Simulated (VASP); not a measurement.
Wanted: the native input for a VASP 6.6.1 run.

```yaml
Task: single point
Functional: PBE
Potentials_or_basis: VASP PAW PBE potentials, release 64 (Sc_sv, H)
Cutoff: 520 eV
k_mesh: 3 × 2 × 3
Occupations: gaussian, width 0.05 eV
Spin: no spin polarisation
Dipole_correction: no
Further_INCAR_settings: ALGO = Normal; EDIFF = 1e-06; NBANDS = 78
```

The structure of Sc12H (a cell with a defect) lies in POSCAR:

```
Sc12H
1.0
    6.6200000000      0.0000000000      0.0000000000
   -4.9650000000      8.5996320000      0.0000000000
    0.0000000000      0.0000000000      5.2761400000
Sc H
12 1
Direct
   -0.0009394554      0.0003552478      0.0043821809
    0.1656924348      0.2220046160      0.5056867331
   -0.0005548792      0.3329375024      0.0034513868
    0.1629070934      0.5519359433      0.4989860011
   -0.0028437879      0.6652243956     -0.0046027967
    0.1633788303      0.8899212199      0.5010282138
    0.5010866381      0.0017499586     -0.0041067902
    0.6656447004      0.2217633266      0.5003417271
    0.4978717578      0.3317939651      0.0020319779
    0.6661839059      0.5553485312      0.4964830349
    0.4994039785      0.6658373289     -0.0052775324
    0.6696336103      0.8896252770      0.5003119705
    0.3322348073      0.7775757149      1.1251790134
```

The input as run:

INCAR

```
SYSTEM = Sc12H
PREC = Accurate ; ENCUT = 520
EDIFF = 1E-6 ; ISMEAR = 0
SIGMA = 0.05 ; LREAL = .False.
LASPH = .True. ; NELM = 100
ALGO = Normal ; ISIF = 2
LWAVE = .False. ; LCHARG = .False.
GGA = PE ; NBANDS = 78
```

KPOINTS

```
Automatic mesh
0
Gamma
  3 2 3
  0 0 0
```

Potentials or basis: VASP PAW PBE potentials, release 64 (Sc_sv, H).

Run with:

```sh
$ cat potpaw_PBE.64/Sc_sv/POTCAR potpaw_PBE.64/H/POTCAR > POTCAR
$ mpirun -np 1 vasp_std > vasp.out
```

Results of the run:

```
Pressure               : -0.5 GPa
Largest force          : 0.834 eV/Å
Band gap on the k mesh : zero (an odd number of electrons rules out a gap without spin polarisation)
```

Caveat: the k points lie up to 0.40 Å⁻¹ apart, too coarse for converged energies and pressures of a metal.

Run time: 14 min on 1 thread of Intel Xeon 8259CL (shared host), peak memory 0.48 GiB.
